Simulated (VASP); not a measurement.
# VSi2 (sol) (P6_222) in VASP: notebook

Runs on VSi2 (sol). Level: PBEsol. Tasks: single point, relaxation of cell and atoms.

Program: VASP 6.6.1. These are calculated values, not measurements. Logs are shortened: lines on timing, memory, paths and dates and some standing lists are left out, and cuts for length are marked.

## Step 1: The cell of the first run

Symmetry: P6_222, No. 180, hexagonal system. Conventional cell: a = 4.523 Å, b = 4.523 Å, c = 6.323 Å, α = 90.00°, β = 90.00°, γ = 120.00°. V (site symmetry 222) has 10 Si at 2.49 to 2.64 Å and 4 V at 3.09 Å within 3.3 Å. Within 3.3 Å of Si (site symmetry 2) lie 9 Si at 2.47 to 3.13 Å and 5 V at 2.49 to 2.64 Å.

## Step 2: Single point, PBEsol

Contents of INCAR:

```
  ALGO = Normal
  EDIFF = 1E-6
  ENCUT = 520
  GGA = PS
  ISIF = 2
  ISMEAR = 0
  LASPH = True
  LCHARG = False
  LREAL = False
  LWAVE = False
  NBANDS = 42
  NELM = 100
  PREC = Accurate
  SIGMA = 0.1
```

Contents of KPOINTS:

```
k-points
0
Gamma
  9 9 6
```

Contents of POSCAR:

```
VSi2
1.0
    4.5225579172      0.0000000000      0.0000000000
   -2.2612789586      3.9166500464      0.0000000000
    0.0000000000      0.0000000000      6.3234707344
V Si
3 6
Direct
    0.0000000000      0.5000000000      0.1666666667
    0.5000000000      0.5000000000      0.8333333333
    0.5000000000      0.0000000000      0.5000000000
    0.8368053665      0.6736107330      0.5000000000
    0.1631946335      0.8368053665      0.8333333333
    0.6736107330      0.8368053665      0.1666666667
    0.1631946335      0.3263892670      0.5000000000
    0.8368053665      0.1631946335      0.8333333333
    0.3263892670      0.1631946335      0.1666666667
```

Potentials or basis: VASP PAW PBE potentials, release 64 (V_sv, Si).

Launch:

```
> cat potpaw_PBE.64/V_sv/POTCAR potpaw_PBE.64/Si/POTCAR > POTCAR
> mpirun -np 1 vasp_std > vasp.out
```

OUTCAR:

```text
EDIFF = 1E-6
   ENCUT = 520
   GGA = PS
   ISIF = 2
   ISMEAR = 0
   LASPH = True
   LREAL = False
   NELM = 100
   PREC = Accurate

 ion  position               nearest neighbor table
   1  0.000  0.500  0.167-   4 2.49   7 2.49   5 2.49   8 2.49   6 2.60   9 2.60   9 2.60   6 2.60
                             6 2.64   9 2.64
   2  0.500  0.500  0.833-   4 2.49   7 2.49   6 2.49   9 2.49   5 2.60   8 2.60   5 2.60   8 2.60
                             8 2.64   5 2.64
   3  0.500  0.000  0.500-   6 2.49   9 2.49   8 2.49   5 2.49   7 2.60   4 2.60   7 2.60   4 2.60
                             7 2.64   4 2.64
   4  0.837  0.674  0.500-   5 2.47   6 2.47   1 2.49   2 2.49   7 2.56   3 2.60   3 2.60   3 2.64
                             7 2.64   7 2.64   8 3.06   9 3.06   8 3.13   9 3.13
   5  0.163  0.837  0.833-   4 2.47   9 2.47   3 2.49   1 2.49   8 2.56   2 2.60   2 2.60   2 2.64
                             8 2.64   8 2.64   7 3.06   6 3.06   7 3.13   6 3.13
   6  0.674  0.837  0.167-   4 2.47   8 2.47   3 2.49   2 2.49   9 2.56   1 2.60   1 2.60   1 2.64
                             9 2.64   9 2.64   7 3.06   5 3.06   7 3.13   5 3.13
   7  0.163  0.326  0.500-   8 2.47   9 2.47   1 2.49   2 2.49   4 2.56   3 2.60   3 2.60   3 2.64
                             4 2.64   4 2.64   5 3.06   6 3.06   6 3.13   5 3.13
   8  0.837  0.163  0.833-   7 2.47   6 2.47   3 2.49   1 2.49   5 2.56   2 2.60   2 2.60   2 2.64
                             5 2.64   5 2.64   4 3.06   9 3.06   4 3.13   9 3.13
   9  0.326  0.163  0.167-   7 2.47   5 2.47   3 2.49   2 2.49   6 2.56   1 2.60   1 2.60   1 2.64
                             6 2.64   6 2.64   4 3.06   8 3.06   4 3.13   8 3.13

  LATTYP: Found a hexagonal cell.
 ALAT       =     4.5225579172
 C/A-ratio  =     1.3982066897

  Lattice vectors:

 A1 = (   4.5225579172,   0.0000000000,   0.0000000000)
 A2 = (  -2.2612789586,   3.9166500464,   0.0000000000)
 A3 = (   0.0000000000,   0.0000000000,   6.3234707344)

Analysis of symmetry for initial positions (statically):
=====================================================================
 Subroutine PRICEL returns:
 Original cell was already a primitive cell.

 Routine SETGRP: Setting up the symmetry group for a
 hexagonal supercell.

 Subroutine GETGRP returns: Found 12 space group operations
 (whereof  4 operations were pure point group operations)
 out of a pool of 24 trial point group operations.

The static configuration has the point symmetry D_2 .
 The point group associated with its full space group is D_6 .

Analysis of symmetry for dynamics (positions and initial velocities):
=====================================================================
 Subroutine PRICEL returns:
 Original cell was already a primitive cell.

 Routine SETGRP: Setting up the symmetry group for a
 hexagonal supercell.

 Subroutine GETGRP returns: Found 12 space group operations
 (whereof  4 operations were pure point group operations)
 out of a pool of 24 trial point group operations.

The dynamic configuration has the point symmetry D_2 .
 The point group associated with its full space group is D_6 .

 Subroutine INISYM returns: Found 12 space group operations
 (whereof  4 operations are pure point group operations),
 and found     1 'primitive' translations

----------------------------------------------------------------------------------------

                                     Primitive cell

  volume of cell :     112.0094

  direct lattice vectors                    reciprocal lattice vectors
     4.522557917  0.000000000  0.000000000     0.221113807  0.127660116  0.000000000
    -2.261278959  3.916650046  0.000000000     0.000000000  0.255320232  0.000000000
     0.000000000  0.000000000  6.323470734     0.000000000  0.000000000  0.158141002

  length of vectors
     4.522557917  4.522557917  6.323470734     0.255320232  0.255320232  0.158141002

  position of ions in fractional coordinates (direct lattice)
     0.000000000  0.500000000  0.166666667
     0.500000000  0.500000000  0.833333333
     0.500000000  0.000000000  0.500000000
     0.836805367  0.673610733  0.500000000
     0.163194633  0.836805367  0.833333333
     0.673610733  0.836805367  0.166666667
     0.163194633  0.326389267  0.500000000
     0.836805367  0.163194633  0.833333333
     0.326389267  0.163194633  0.166666667

  ion indices of the primitive-cell ions
   primitive index   ion index
                 1           1
                 2           2
                 3           3
                 4           4
                 5           5
                 6           6
                 7           7
                 8           8
                 9           9

----------------------------------------------------------------------------------------

 KPOINTS: k-points

Automatic generation of k-mesh.
 Grid dimensions read from file:
 generate k-points for:    9    9    6

 Generating k-lattice:

  Cartesian coordinates                     Fractional coordinates (reciprocal lattice)
     0.024568201  0.014184457  0.000000000     0.111111111  0.000000000  0.000000000
     0.000000000  0.028368915  0.000000000     0.000000000  0.111111111  0.000000000
     0.000000000  0.000000000  0.026356834     0.000000000  0.000000000  0.166666667

  Length of vectors
     0.028368915  0.028368915  0.026356834

  Shift w.r.t. Gamma in fractional coordinates (k-lattice)
     0.000000000  0.000000000  0.000000000

 Subroutine IBZKPT returns following result:
 ===========================================

 Found     48 irreducible k-points:

 Following reciprocal coordinates:
            Coordinates               Weight
  0.000000  0.000000  0.000000      1.000000
  0.111111 -0.000000  0.000000      6.000000
  0.222222 -0.000000  0.000000      6.000000
  0.333333 -0.000000  0.000000      6.000000
  0.444444 -0.000000  0.000000      6.000000
  0.111111  0.111111  0.000000      6.000000
[... 16 lines left out ...]
  0.333333  0.222222  0.166667     24.000000
  0.333333  0.333333  0.166667      4.000000
 [... further k-points ...]
   k-points           NKPTS =     48   k-points in BZ     NKDIM =     48   number of bands    NBANDS=     42
   number of dos      NEDOS =    301   number of ions     NIONS =      9
   total plane-waves  NPLWV =  62208
   dimension x,y,z NGX =    36 NGY =   36 NGZ =   48
   dimension x,y,z NGXF=    72 NGYF=   72 NGZF=   96
   ions per type =               3   6
   NGX,Y,Z   is equivalent  to a cutoff of  13.23, 13.23, 12.62 a.u.
   NGXF,Y,Z  is equivalent  to a cutoff of  26.47, 26.47, 25.24 a.u.
 SYSTEM =  unknown system
   PREC   = accura    normal or accurate (medium, high low for compatibility)
   ISTART =      0    job   : 0-new  1-cont  2-samecut
   ICHARG =      2    charge: 1-file 2-atom 10-const
   ISPIN  =      1    spin polarized calculation?
   LNONCOLLINEAR =      F non collinear calculations
   LSORBIT =      F    spin-orbit coupling
   LASPH  =      T    aspherical Exc in radial PAW
   ENCUT  =  520.0 eV  38.22 Ry    6.18 a.u.   8.41  8.41 11.76*2*pi/ulx,y,z
   NELM   =    100;   NELMIN=  2; NELMDL= -5     # of ELM steps
   EDIFF  = 0.1E-05   stopping-criterion for ELM
   LREAL  =      F    real-space projection
   EDIFFG = 0.1E-04   stopping-criterion for IOM
   NSW    =      0    number of steps for IOM
   IBRION =     -1    ionic relax: 0-MD 1-quasi-New 2-CG
   NFREE  =      0    steps in history (QN), initial steepest desc. (CG)
   ISIF   =      2    stress and relaxation
   ISYM   =      2    0-nonsym 1-usesym 2-fastsym
   POTIM  = 0.5000    time-step for ionic-motion
   TEBEG  =    0.0;   TEEND  =   0.0 temperature during run
   PSTRESS=    0.0 pullay stress
   NELECT =      63.0000    total number of electrons
   NUPDOWN=      -1.0000    fix difference up-down
   EMIN   =  10.00;   EMAX   =-10.00  energy-range for DOS
   EFERMI =   0.00;   METHOD = LEGACY
   ISMEAR =     0;   SIGMA  =   0.10  broadening in eV -4-tet -1-fermi 0-gaus
   EFERMI_NEDOS =   21; number of points for ismear=-14 and -15
   IALGO  =     38    algorithm
   IMIX   =      4    mixing-type and parameters
     AMIX     =   0.40;   BMIX     =  1.00
     AMIX_MAG =   1.60;   BMIX_MAG =  1.00
  volume/ion in A,a.u.               =      12.45        83.99
  Fermi-wavevector in a.u.,A,eV,Ry     =   1.351357  2.553695 24.846506  1.826167
  Thomas-Fermi vector in A             =   2.478786
   LORBIT       =      0    0 simple, 1 ext, 2 COOP (PROOUT), +10 PAW based schemes
   GGA     = PS    functional components
   LHFCALC =     F    Hartree Fock is set to
   AEXX    =    0.0000 exact exchange contribution
   IVDW    =     0    specifies the selected vdW correction
   LEPSILON=     F    determine dielectric tensor
   LRPA    =     F    only Hartree local field effects (RPA)
 non-spin polarized calculation
 Gauss-broadening in eV      SIGMA  =   0.10
  energy-cutoff  :      520.00
  volume of cell :      112.01
 maximum number of plane-waves:      3077
 NGX is ok and might be reduce to    36
   NGX = 17   NGY = 17   NGZ = 23

 number of electron      63.0000017 magnetization

 Free energy of the ion-electron system (eV)
  ---------------------------------------------------
  ext. energy  EPLUGINS =         0.00000000
  ---------------------------------------------------
  free energy    TOTEN  =       -68.72575026 eV

  energy without entropy =      -68.69083745  energy(sigma->0) =      -68.70829386

 E-fermi :  11.4932     XC(G=0): -12.3905

 val. band max:       11.4834937877   @ k =   0.4444   0.1111   0.3333
 cond. band min:      11.4958197240   @ k =   0.3333   0.3333   0.3333
 fundamental gap:      0.0123259363
 Fermi energy:        11.4932420325

 k-point     1 :       0.0000    0.0000    0.0000
  band No.  band energies     occupation
      1     -52.1643      2.00000
      2     -52.1468      2.00000
      3     -52.1468      2.00000
      4     -26.2562      2.00000
      5     -26.2562      2.00000
      6     -26.2289      2.00000
[... 34 lines left out ...]
     41      14.6851      0.00000
     42      14.8726      0.00000
[... 994 lines left out ...]
      2     -52.1535      2.00000
      3     -52.1472      2.00000
      4     -26.2771      2.00000
      5     -26.2505      2.00000
      6     -26.2334      2.00000
[... 34 lines left out ...]
     41      14.8235      0.00000
     42      15.3542      0.00000

 [... further k-points ...]

------------------------ aborting loop because EDIFF is reached ----------------------------------------

  FORCE on cell =-STRESS in cart. coord.  units (eV):
  Direction    XX          YY          ZZ          XY          YZ          ZX
  --------------------------------------------------------------------------------------
  -------------------------------------------------------------------------------------
  Total        0.1137933      0.1137933      0.1527814      0.0000000      0.0000000     -0.0000000
  in kB        1.6276949      1.6276949      2.1853787      0.0000000      0.0000000     -0.0000000
  external PRESSURE =       1.8135895 kB  Pullay stress =       0.0000000 kB

 VOLUME and BASIS-vectors are now :
 -----------------------------------------------------------------------------
  energy-cutoff  :      520.00
  volume of cell :      112.01
      direct lattice vectors                 reciprocal lattice vectors
     4.522557917  0.000000000  0.000000000     0.221113807  0.127660116  0.000000000
    -2.261278959  3.916650046  0.000000000     0.000000000  0.255320232  0.000000000
     0.000000000  0.000000000  6.323470734     0.000000000  0.000000000  0.158141002

 POSITION                                       TOTAL-FORCE (eV/Angst)
 -----------------------------------------------------------------------------------
     -1.13064      1.95833      1.05391         0.000000     -0.000000      0.000000
      1.13064      1.95833      5.26956         0.000000     -0.000000      0.000000
      2.26128      0.00000      3.16174         0.000000     -0.000000     -0.000000
      2.26128      2.63830      3.16174         0.000000     -0.003299     -0.000000
     -1.15419      3.27747      5.26956         0.002857     -0.001650     -0.000000
      1.15419      3.27747      1.05391        -0.002857     -0.001650     -0.000000
     -0.00000      1.27835      3.16174         0.000000      0.003299     -0.000000
      3.41547      0.63918      5.26956        -0.002857      0.001650     -0.000000
      1.10709      0.63918      1.05391         0.002857      0.001650     -0.000000
 -----------------------------------------------------------------------------------
    total drift:                               -0.000000      0.000000      0.000001

  FREE ENERGIE OF THE ION-ELECTRON SYSTEM (eV)
  ---------------------------------------------------
  free  energy   TOTEN  =       -68.7257502617 eV

  energy  without entropy=      -68.6908374546  energy(sigma->0) =      -68.70829386
```

It took 12 min on 1 thread of AMD EPYC, shared host; peak memory 0.3 GiB.

What came out:

* Free energy: -68.7258 eV
* Pressure: 0.2 GPa
* Largest force: 0.003 eV/Å

Forces in eV/Å, atoms in the order of the input:
```
V    0.000  0.000  0.000
V    0.000  0.000  0.000
V    0.000  0.000  0.000
Si   0.000 -0.003  0.000
Si   0.003 -0.002  0.000
Si  -0.003 -0.002  0.000
Si   0.000  0.003  0.000
Si  -0.003  0.002  0.000
Si   0.003  0.002  0.000
```

Caveat: the PAW data sets were made with another functional, which shifts forces and pressure a little.

## Step 3: Relaxation of cell and atoms, PBEsol

This run uses another cell than the first one, of 12.50 Å³/atom, 1.005 times its volume.

Contents of INCAR:

```
SYSTEM = VSi2
ALGO = Normal
EDIFF = 1E-6
EDIFFG = -0.002
ENCUT = 600
GGA = PS
IBRION = 2
ISIF = 3
ISMEAR = 0
LASPH = .TRUE.
LCHARG = .FALSE.
LREAL = .FALSE.
LWAVE = .FALSE.
NELM = 100
NSW = 100
PREC = Accurate
SIGMA = 0.1
```

Contents of KPOINTS:

```
k-points
0
G
  9 9 6
  0 0 0
```

Contents of POSCAR:

```
VSi2
1.0
    4.5347995800      0.0000000000      0.0000000000
   -2.2673997900      3.9272516400      0.0000000000
    0.0000000000      0.0000000000      6.3189006300
V Si
3 6
Direct
    0.0000000000      0.5000000000      0.1666666700
    0.5000000000      0.5000000000      0.8333333300
    0.5000000000      0.0000000000      0.5000000000
    0.8375067800      0.6750135500      0.5000000000
    0.1624932300      0.8375067800      0.8333333300
    0.6750135500      0.8375067800      0.1666666700
    0.1624932200      0.3249864500      0.5000000000
    0.8375067800      0.1624932200      0.8333333300
    0.3249864500      0.1624932300      0.1666666700
```

Potentials or basis: VASP PAW PBE potentials, release 64 (V_sv, Si).

Launch:

```
> cat potpaw_PBE.64/V_sv/POTCAR potpaw_PBE.64/Si/POTCAR > POTCAR
> mpirun -np 1 vasp_std > vasp.out
```

Run time: 50 min. Hardware: 1 thread of AMD EPYC, shared host; peak memory 0.34 GiB.

Results (log left out):

| Item | Value |
| --- | --- |
| Free energy | -68.7259 eV |
| Relaxed volume | 12.46 Å³/atom |
| Relaxed cell | a = 4.524 Å, b = 4.524 Å, c = 6.326 Å, α = 90.00°, β = 90.00°, γ = 120.00° |
| Space group after relaxing (to 0.05 Å) | P6_222 (No. 180) |
| Energy gained by relaxing | 0.3 meV/atom |
| Ionic steps | 7 |
| Pressure after relaxing | 0.0 GPa |

The path:
```tsv
step	energy change (eV)	largest force (eV/Å)	pressure (GPa)	volume (Å³)
1	0.0000	0.0815	-0.61	112.54
2	-0.0023	0.0302	0.61	111.76
3	-0.0025	0.0429	0.29	111.95
4	-0.0030	0.0014	-0.10	112.15
5	-0.0030	0.0101	0.00	112.11
6	-0.0030	0.0094	-0.01	112.11
7	-0.0031	0.0001	-0.01	112.11
```

Final structure:
```
V Si
1.0
     4.52374    0.00000    0.00000
    -2.26187    3.91768    0.00000
     0.00000    0.00000    6.32580
V Si
3 6
Direct
  0.00000 0.50000 0.16667
  0.50000 0.50000 0.83333
  0.50000 0.00000 0.50000
  0.83678 0.67356 0.50000
  0.16322 0.83678 0.83333
  0.67356 0.83678 0.16667
  0.16322 0.32644 0.50000
  0.83678 0.16322 0.83333
  0.32644 0.16322 0.16667
```

Levels at points of the mesh, in eV from the Fermi level:
```
           k point  band 28  band 29  band 30  band 31  band 32  band 33  band 34  band 35  band 36  band 37
(0.00, 0.00, 0.00)    -2.16    -2.16    -1.87    -1.87    -1.75     0.34     2.16     2.50     2.50     2.57
(0.00, 0.00, 0.50)    -1.98    -1.91    -1.91    -1.65     0.54     0.54     2.17     2.52     2.58     2.65
```

Caveat: the PAW data sets were made with another functional, which shifts forces and pressure a little.

## Step 4: Single point, PBEsol

This run uses another cell than the first one, of 12.50 Å³/atom, 1.005 times its volume.

Contents of INCAR:

```
SYSTEM = VSi2
PREC = Accurate
ENCUT = 520
EDIFF = 1E-6
ISMEAR = 0
SIGMA = 0.1
LREAL = .False.
LASPH = .True.
NELM = 100
ALGO = Normal
ISIF = 2
LWAVE = .False.
LCHARG = .False.
GGA = PS
NBANDS = 42
```

Contents of KPOINTS:

```
Automatic mesh
0
Gamma
  6 6 4
  0 0 0
```

POSCAR is that of step 3.

Launch:

```
> cat potpaw_PBE.64/V_sv/POTCAR potpaw_PBE.64/Si/POTCAR > POTCAR
> mpirun -np 1 vasp_std > vasp.out
```

It took 7.9 min on 1 thread of AMD EPYC, shared host; peak memory 0.23 GiB.

Results (log left out):

```yaml
Free_energy: -68.7300 eV
Pressure: -0.6 GPa
Largest_force: 0.112 eV/Å
```

Forces in eV/Å, atoms in the order of the input:
```
V    0.000  0.000  0.000
V    0.000  0.000  0.000
V    0.000  0.000  0.000
Si   0.000 -0.112  0.000
Si   0.097 -0.056  0.000
Si  -0.097 -0.056  0.000
Si   0.000  0.112  0.000
Si  -0.097  0.056  0.000
Si   0.097  0.056  0.000
```

Stress tensor (GPa, compression positive):
```
-1.07  0.00  0.00
 0.00 -1.07  0.00
 0.00  0.00  0.30
```

Levels at points of the mesh, in eV from the Fermi level:
```
           k point  band 28  band 29  band 30  band 31  band 32  band 33  band 34  band 35  band 36  band 37
(0.00, 0.00, 0.00)    -2.15    -2.15    -1.84    -1.84    -1.72     0.37     2.16     2.49     2.49     2.54
(0.50, 0.00, 0.00)    -1.42    -0.72    -0.59    -0.12     0.05     0.43     1.07     1.44     1.51     2.31
(0.00, 0.00, 0.50)    -1.97    -1.89    -1.89    -1.62     0.56     0.56     2.15     2.52     2.57     2.61
(0.50, 0.00, 0.50)    -1.46    -1.43    -1.28    -0.47    -0.06     0.85     1.31     1.78     1.83     2.07
```

Caveat: the PAW data sets were made with another functional, which shifts forces and pressure a little.

## Step 5: The runs side by side

```csv
task,cell,k mesh,cutoff (eV),gap on the mesh (eV),pressure (GPa)
single point,"a = 4.523, b = 4.523, c = 6.323 Å, angles 90.0, 90.0, 120.0°, 9 atoms",9 × 9 × 6,520,none,0.2
relaxation of cell and atoms,"relaxed from a = 4.535, b = 4.535, c = 6.319 Å, angles 90.0, 90.0, 120.0°, 9 atoms",9 × 9 × 6,600,none,0.0
single point,"a = 4.535, b = 4.535, c = 6.319 Å, angles 90.0, 90.0, 120.0°, 9 atoms",6 × 6 × 4,520,none,-0.6
```

Alike in all rows: level PBEsol; potentials or basis VASP PAW PBE potentials, release 64 (V_sv, Si); no spin polarisation; smearing gaussian 0.1 eV.

Caveats: the PAW data sets were made with another functional, which shifts forces and pressure a little.

Total energies depend on the potentials used, so only differences within one code and one set of settings carry meaning.
